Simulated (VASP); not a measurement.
**Se: single point with PBEsol**

The system is Se.

```xyz
2
Lattice="0.0000 3.1780 3.1780 3.1780 0.0000 3.1780 3.1780 3.1780 0.0000" Properties=species:S:1:pos:R:3 pbc="T T T"
Se    3.1780    3.1780    3.1780
Se    4.7671    4.7671    4.7671
```

This cell differs from its parent crystal: strained.

* Program: VASP 6.6.1
* Task: single point
* Functional: PBEsol
* Potentials or basis: VASP PAW PBE potentials, release 64 (Se)
* Cutoff: 520 eV
* k mesh: 12 × 12 × 12
* Occupations: gaussian, width 0.1 eV
* Spin: no spin polarisation
* Dipole correction: no
* Further INCAR settings: ALGO = Normal; EDIFF = 1e-07; NBANDS = 13

| Item | Value |
| --- | --- |
| Pressure | -2.4 GPa |
| Band gap on the k mesh | zero (bands 6 and 7 overlap by 1.04 eV) |

Levels at points of the mesh, in eV from the Fermi level:
```
           k point  band 2  band 3  band 4  band 5  band 6  band 7  band 8  band 9  band 10  band 11
(0.00, 0.00, 0.00)  -10.27   -3.33   -3.33   -3.33   -0.72   -0.72   -0.72    4.23     7.65     7.65
(0.50, 0.00, 0.00)  -12.03   -4.03   -4.01   -4.01    0.32    0.32    1.60    6.74     6.75     7.91
(0.50, 0.50, 0.00)  -13.20   -4.77   -4.77   -1.91   -1.91    2.11    2.11    6.11     6.11     9.73
```

It took 50 s on 1 thread of Intel(R) Xeon(R) Platinum 8488C (Sapphire Rapids), on a shared host, peak memory 0.22 GiB.

Caveat: the cell differs from its parent crystal (strained); the PAW data sets were made with another functional, which shifts forces and pressure a little.
